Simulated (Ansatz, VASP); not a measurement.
**As in VASP and in Ansatz**

File INCAR:

```
SYSTEM = As
PREC = Accurate
ENCUT = 520
EDIFF = 1E-6
ISMEAR = -1
SIGMA = 0.1
LREAL = .FALSE.
LASPH = .TRUE.
NELM = 100
ALGO = Normal
ISIF = 2
LWAVE = .FALSE.
LCHARG = .FALSE.
GGA = CA
NBANDS = 8
```

File KPOINTS:

```
Automatic mesh
0
G
  13 13 13
  0 0 0
```

File POSCAR:

```
As
1.0
    2.7036800000      0.0000000000      0.0000000000
    0.0000000000      2.7036800000      0.0000000000
    0.0000000000      0.0000000000      2.7036800000
As
1
Direct
    0.5000000000      0.5000000000      0.5000000000
```

Input for Ansatz:

```yaml
crystal:
  lattice:
    - [2.70368, 0.0, 0.0]
    - [0.0, 2.70368, 0.0]
    - [0.0, 0.0, 2.70368]
  atoms:
    - { symbol: As, position: [0.5, 0.5, 0.5] }
basis:
  ecutwfc: 470.0
kpoints:
  mp_grid:
    grid: [13, 13, 13]
hamiltonian:
  xc: lda
scf:
  occupations:
    method: fermi_dirac
    width: 0.1
output:
  stress: true
```

Alike in both runs: task single point; functional LDA; k mesh 13 × 13 × 13; occupations fermi-dirac, width 0.1 eV; no spin polarisation.

|  | VASP | Ansatz |
| --- | --- | --- |
| version | VASP 6.6.1 | Ansatz 0.2.0 |
| potentials or method | VASP PAW LDA potentials, release 64 (As), cutoff 520 eV | plane waves, PAW |
| valence electrons in the cell | 5 | 15 |

```tsv
	VASP	Ansatz	Ansatz less VASP
pressure (GPa)	-2.5	-2.9	-0.32
```

LDA's correlation is that of Perdew and Zunger in VASP and of Perdew and Wang (1992) in Ansatz. VASP's potentials hold 5 valence electrons a cell and Ansatz's 15, so a difference there can come from the potentials and not from the codes.
